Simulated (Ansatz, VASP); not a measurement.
This is a calculation of KYMg6 for Ansatz 0.2.0.

Contents of input.yaml:

```yaml
crystal:
  lattice:
    - [5.3257425557, 0.0, 0.0]
    - [0.0, 3.4376998684, 5.7999620903]
    - [0.0, -3.4376998684, 5.7999620903]
  atoms:
    - { symbol: "Y", position: [0.0, 0.846833, 0.846833] }
    - { symbol: K, position: [0.5, 0.649609, 0.649609] }
    - { symbol: Mg, position: [0.5, 0.166451, 0.166451] }
    - { symbol: Mg, position: [0.5, 0.668261, 0.153443] }
    - { symbol: Mg, position: [0.5, 0.153443, 0.668261] }
    - { symbol: Mg, position: [0.0, 0.344053, 0.344053] }
    - { symbol: Mg, position: [0.0, 0.850978, 0.32037] }
    - { symbol: Mg, position: [0.0, 0.32037, 0.850978] }
hamiltonian:
  xc: pbe
  pseudopotentials: { kind: paw }
kpoints:
  mp_grid: { grid: [5, 5, 5] }
scf:
  occupations: { method: fermi_dirac, width: 0.05 }
output:
  forces: true
  stress: true
  eigenvalues: true
```

Potentials or basis: Ansatz PAW.

The run is started by

```console
$ ansatz run input.yaml --threads 4 --pin off --max-ram 10240MiB --backend cpu --events-out ev --progress --plain --runs-dir out
```

Translate it to VASP 6.6.1. Potentials there: VASP PAW PBE potentials, release 64 (Y_sv, K_sv, Mg).

As run (the cutoff follows the program's own potentials):

Contents of INCAR:

```
SYSTEM = KYMg6
PREC = Accurate
ENCUT = 520
EDIFF = 1E-7
ISMEAR = -1
SIGMA = 0.05
LREAL = .False.
LASPH = .True.
NELM = 100
ALGO = Fast
ISIF = 2
LWAVE = .False.
LCHARG = .False.
GGA = PE
NBANDS = 26
```

KPOINTS

```
regular mesh
0
Gamma
  5 5 5
  0 0 0
```

POSCAR

```
KYMg6
1.0
    5.3257425557      0.0000000000      0.0000000000
    0.0000000000      3.4376998684      5.7999620903
    0.0000000000     -3.4376998684      5.7999620903
Y K Mg
1 1 6
Direct
    0.0000000000      0.8468330000      0.8468330000
    0.5000000000      0.6496090000      0.6496090000
    0.5000000000      0.1664510000      0.1664510000
    0.5000000000      0.6682610000      0.1534430000
    0.5000000000      0.1534430000      0.6682610000
    0.0000000000      0.3440530000      0.3440530000
    0.0000000000      0.8509780000      0.3203700000
    0.0000000000      0.3203700000      0.8509780000
```

Potentials or basis: VASP PAW PBE potentials, release 64 (Y_sv, K_sv, Mg).

Launch:

```sh
$ cat potpaw_PBE.64/Y_sv/POTCAR potpaw_PBE.64/K_sv/POTCAR potpaw_PBE.64/Mg/POTCAR > POTCAR
$ mpirun -np 1 vasp_std > vasp.out
```

Both were run:

|  | VASP | Ansatz | Ansatz less VASP |
| --- | --- | --- | --- |
| gap on the k mesh at the Fermi level (eV) | none | none | - |
| pressure (GPa) | 1.2 | 1.2 | +0.06 |
| traceless stress, the component that is largest in VASP (GPa) | 0.17 | 0.17 | 0.000 |
| rms of the force components (eV/Å) | 0.031 | 0.031 | +0.0004 |

Atom by atom the forces differ by 0.001 eV/Å (rms over components). A gap of «none» marks a metal or a gap that the smearing closes. VASP's potentials hold 32 valence electrons a cell and Ansatz's 80, so a difference there can come from the potentials and not from the codes.
